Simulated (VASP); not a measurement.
Here is a VASP 6.6.1 calculation.

File INCAR:

```
PREC = Accurate ; ENCUT = 520
EDIFF = 1E-8 ; ISMEAR = -1
SIGMA = 0.02 ; LREAL = False
LASPH = True ; NELM = 60
ALGO = Normal ; ISIF = 2
LWAVE = False ; LCHARG = False
GGA = PE ; LEFG = True
NBANDS = 60
```

KPOINTS

```
Automatic mesh
0
Gamma
  5 5 5
```

File POSCAR:

```
TiO2
1.0
    4.5150000000      0.0000000000      0.0000000000
    0.0000000000      5.4970000000      0.0000000000
    0.0000000000      0.0000000000      4.9390000000
Ti O
4 8
Direct
    0.0000000000      0.1710000000      0.2500000000
    0.5000000000      0.3290000000      0.7500000000
    0.0000000000      0.8290000000      0.7500000000
    0.5000000000      0.6710000000      0.2500000000
    0.2860000000      0.3760000000      0.4120000000
    0.2140000000      0.1240000000      0.9120000000
    0.7860000000      0.1240000000      0.5880000000
    0.7140000000      0.3760000000      0.0880000000
    0.7140000000      0.6240000000      0.5880000000
    0.7860000000      0.8760000000      0.0880000000
    0.2140000000      0.8760000000      0.4120000000
    0.2860000000      0.6240000000      0.9120000000
```

Potentials or basis: VASP PAW PBE potentials, release 64 (Ti_sv, O).

The run is started by

```console
$ cat potpaw_PBE.64/Ti_sv/POTCAR potpaw_PBE.64/O/POTCAR > POTCAR
$ mpirun -np 1 vasp_std > vasp.out
```

Question: Predict the pressure.

Answer: 7.5 GPa.

Question: What does it give for the largest force?

Answer: 0.695 eV/Å.

Question: Estimate the band gap on the k mesh.

Answer: 2.45 eV, direct.

Stress tensor (GPa, compression positive):
```
9.89 0.00 0.00
0.00 6.06 0.00
0.00 0.00 6.49
```

Caveat: without QUAD_EFG the Cq values of the log hold for a quadrupole moment of 1 mb, not for the nuclei. A hybrid or GW would open this gap; PBE tends to underestimate it.
